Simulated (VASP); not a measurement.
Set up this calculation in VASP 6.6.1, as the native input.

```
Task                   : single point
Functional             : r2SCAN
Potentials or basis    : VASP PAW PBE potentials, release 64 (Sn_d, Se)
Cutoff                 : 520 eV
k mesh                 : 10 × 10 × 10
Occupations            : gaussian, width 0.02 eV
Spin                   : no spin polarisation
Dipole correction      : no
Further INCAR settings : ALGO = Normal; EDIFF = 1e-06; NBANDS = 17
```

The system is SnSe.

```
Sn Se
1.0
     0.00000    2.97959    2.97959
     2.97959    0.00000    2.97959
     2.97959    2.97959    0.00000
Sn Se
1 1
Cartesian
  0.0000 0.0000 0.0000
  2.9796 2.9796 2.9796
```

This cell differs from its parent crystal: volume scaled by 0.97.

These files were run (other wordings do the same):

POSCAR

```
SnSe
1.0
    0.0000000000      2.9795938807      2.9795938807
    2.9795938807      0.0000000000      2.9795938807
    2.9795938807      2.9795938807      0.0000000000
Sn Se
1 1
Direct
    0.0000000000      0.0000000000      0.0000000000
    0.5000000000      0.5000000000      0.5000000000
```

INCAR.step1

```
SYSTEM = SnSe
PREC = Accurate
ENCUT = 520
ISMEAR = 0
SIGMA = 0.02
LREAL = .False.
LASPH = .True.
NELM = 80
NBANDS = 17
GGA = PE
ALGO = Normal
EDIFF = 1E-4
LWAVE = .True.
LCHARG = .False.
```

INCAR.step2

```
SYSTEM = SnSe
PREC = Accurate
ENCUT = 520
EDIFF = 1E-6
ISMEAR = 0
SIGMA = 0.02
LREAL = .False.
LASPH = .True.
NELM = 80
ALGO = Normal
ISIF = 2
LWAVE = .False.
LCHARG = .False.
METAGGA = R2SCAN
LMIXTAU = .True.
NBANDS = 17
ISTART = 1
```

KPOINTS

```
Automatic mesh
0
Gamma
  10 10 10
  0 0 0
```

Potentials or basis: VASP PAW PBE potentials, release 64 (Sn_d, Se).

The run is started by

```sh
$ cat potpaw_PBE.64/Sn_d/POTCAR potpaw_PBE.64/Se/POTCAR > POTCAR
$ cp INCAR.step1 INCAR
$ mpirun -np 1 vasp_std > vasp.out
$ cp INCAR.step2 INCAR
$ mpirun -np 1 vasp_std > vasp.out
```

It gave:

The pressure is 1.7 GPa and the band gap on the k mesh is 0.50 eV, indirect (least direct gap 0.60 eV).

Caveat: the PAW data sets were made with another functional, which shifts forces and pressure a little; spin-orbit coupling is left out, which moves the levels of the heavy elements.

It took 73 s on 1 thread of AMD EPYC 9R45 (Zen 5) (shared host), peak memory 0.17 GiB.
